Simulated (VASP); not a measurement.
**Ga5N: relaxation of cell and atoms with PBE**

Ga5N:

```
Ga N
1.0
     6.47385    0.00000    0.00000
    -3.23693    5.60652    0.00000
     0.00000    0.00000    2.83275
Ga N
5 1
Direct
  0.74135 0.74135 0.00000
  0.33333 0.66667 0.50000
  0.00000 0.25865 0.00000
  0.25865 0.00000 0.00000
  0.66667 0.33333 0.50000
  0.00000 0.00000 0.50000
```

The cell was built from a structure type or drawn by symmetry, and may not be a known phase.

```
Program                : VASP 6.6.1
Task                   : relaxation of cell and atoms
Functional             : PBE
Potentials or basis    : VASP PAW PBE potentials, release 64 (Ga_d, N)
Cutoff                 : 600 eV
k mesh                 : 6 × 6 × 14
Occupations            : gaussian, width 0.1 eV
Spin                   : no spin polarisation
Dipole correction      : no
Further INCAR settings : ALGO = Normal; EDIFF = 1e-07; IBRION = 2; EDIFFG = -0.01; NSW = 100; ISIF = 3
```

```
Relaxed volume                        : 17.25 Å³/atom
Relaxed cell                          : a = 6.504 Å, b = 6.504 Å, c = 2.825 Å, α = 90.00°, β = 90.00°, γ = 120.00°
Space group after relaxing (to 0.1 Å) : P-62m (No. 189)
Energy gained by relaxing             : 0.2 meV/atom
Ionic steps                           : 4
Pressure after relaxing               : -0.1 GPa
Largest force after relaxing          : 0.004 eV/Å
Band gap on the k mesh                : zero (bands 35 and 36 overlap by 1.49 eV)
```

Forces in eV/Å, atoms in the order of the input:
```
Ga   0.002  0.003  0.000
Ga   0.000  0.000  0.000
Ga   0.002 -0.003  0.000
Ga  -0.004  0.000  0.000
Ga   0.000  0.000  0.000
N    0.000  0.000  0.000
```

Step by step:
```tsv
step	energy change (eV)	largest force (eV/Å)	pressure (GPa)	volume (Å³)
1	0.0000	0.0257	0.25	102.82
2	-0.0009	0.0308	0.04	103.22
3	-0.0011	0.0355	-0.16	103.59
4	-0.0014	0.0038	-0.09	103.50
```

Final structure:
```
CELL_PARAMETERS angstrom
6.50415 0.00000 0.00000
-3.25207 5.63276 0.00000
0.00000 0.00000 2.82517
ATOMIC_POSITIONS crystal
Ga 0.74212 0.74212 0.00000
Ga 0.33333 0.66667 0.50000
Ga 0.00000 0.25788 0.00000
Ga 0.25788 0.00000 0.00000
Ga 0.66667 0.33333 0.50000
N 0.00000 0.00000 0.50000
```

Levels at points of the mesh, in eV from the Fermi level:
| k point | band 31 | band 32 | band 33 | band 34 | band 35 | band 36 | band 37 | band 38 | band 39 | band 40 |
| --- | --- | --- | --- | --- | --- | --- | --- | --- | --- | --- |
| (0.00, 0.00, 0.00) | -4.47 | -4.47 | -1.47 | -0.83 | -0.64 | -0.64 | 4.70 | 4.70 | 4.86 | 5.91 |
| (0.50, 0.00, 0.00) | -5.23 | -2.68 | -2.38 | -1.47 | -0.90 | 0.86 | 2.42 | 2.82 | 3.47 | 5.72 |
| (0.00, 0.00, 0.50) | -4.16 | -2.34 | -2.34 | -2.32 | -1.89 | 0.12 | 0.12 | 0.97 | 0.97 | 3.08 |
| (0.50, 0.00, 0.50) | -3.50 | -3.35 | -2.35 | -2.17 | -0.51 | 0.02 | 0.96 | 1.18 | 2.53 | 2.53 |

Wall time 9.9 min on 1 thread of AMD EPYC 9R45 96-Core Processor (Zen 5), on a shared host, peak memory 0.37 GiB.
